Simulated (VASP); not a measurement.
Write the native input for VASP 6.6.1 that does the following.

| Quantity | Value |
| --- | --- |
| Task | single point |
| Functional | PBE |
| Potentials or basis | VASP PAW PBE potentials, release 64 (V_sv) |
| Cutoff | 520 eV |
| k mesh | 15 × 15 × 15 |
| Occupations | fermi-dirac, width 0.1 eV |
| Spin | collinear spin, ferromagnetic start |
| Starting moments | [1.0] μB |
| Dipole correction | no |
| Further INCAR settings | ALGO = Normal; EDIFF = 1e-06; NBANDS = 16 |

The structure of V lies in POSCAR:

```
V
1.0
   -1.5143500000      1.5143500000      1.5143500000
    1.5143500000     -1.5143500000      1.5143500000
    1.5143500000      1.5143500000     -1.5143500000
V
1
Direct
    0.0000000000      0.0000000000      0.0000000000
```

The input as run:

INCAR

```
PREC     = Accurate       # precision mode
ENCUT    = 520            # plane-wave cutoff, eV
EDIFF    = 1E-6           # SCF threshold, eV
ISMEAR   = -1             # smearing method
SIGMA    = 0.1            # smearing width, eV
LREAL    = False          # projectors in reciprocal space
LASPH    = True           # aspherical terms in the spheres
NELM     = 150            # most SCF steps
ALGO     = Normal         # electronic algorithm
ISIF     = 2              # what is computed and relaxed
LWAVE    = False          # write WAVECAR
LCHARG   = True           # write CHGCAR
ISPIN    = 2              # spin polarisation
MAGMOM   = 1              # initial moments
LORBIT   = 11             # projections on sites
LMAXMIX  = 4              # l up to which the mixer works
GGA      = PE             # functional
LELF     = True           # ELF
LVHAR    = True         
NBANDS   = 16             # bands
```

KPOINTS

```
Automatic mesh
0
Gamma
  15 15 15
```

Potentials or basis: VASP PAW PBE potentials, release 64 (V_sv).

Command:

```console
$ cat potpaw_PBE.64/V_sv/POTCAR > POTCAR
$ mpirun -np 1 vasp_std > vasp.out
```

Results of the run:

The pressure is -5.0 GPa. The net moment is 0.00 μB per cell and the valence electrons inside the program's atomic spheres are V 11.60.

It took 36 s on 1 thread of Intel(R) Xeon(R) Platinum 8259CL CPU @ 2.50GHz (Skylake/Cascade Lake) (shared host), peak memory 0.15 GiB.
